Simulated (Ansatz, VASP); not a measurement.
# Two plane-wave programs on Al

```
Al
1.0
     2.89661    0.00000    0.00000
    -1.44830    2.50853    0.00000
     0.00000    0.00000    4.65978
Al
2
Direct
  0.33333 0.66667 0.25000
  0.66667 0.33333 0.75000
```

Alike in both runs: task single point; functional RPBE; k mesh 14 × 14 × 8; occupations fermi-dirac, width 0.1 eV; no spin polarisation.

|  | VASP | Ansatz |
| --- | --- | --- |
| version | VASP 6.6.1 | Ansatz 0.2.0 |
| potentials or method | VASP PAW PBE potentials, release 64 (Al), cutoff 520 eV | plane waves (420 eV) with PAW, scalar-relativistic |
| valence electrons in the cell | 6 | 6 |

Ansatz gave:

| Quantity | Value |
| --- | --- |
| pressure (GPa) | 0.1 |
| traceless stress, the component that is largest in VASP (GPa) | 1.13 |

What did VASP give for the same quantities?

Pressure (GPa): -0.1; traceless stress, the component that is largest in VASP (GPa): 1.11.

VASP's potentials were made for PBE, not for RPBE. The functional is the same, so the differences come from potentials, cutoffs and numerics.
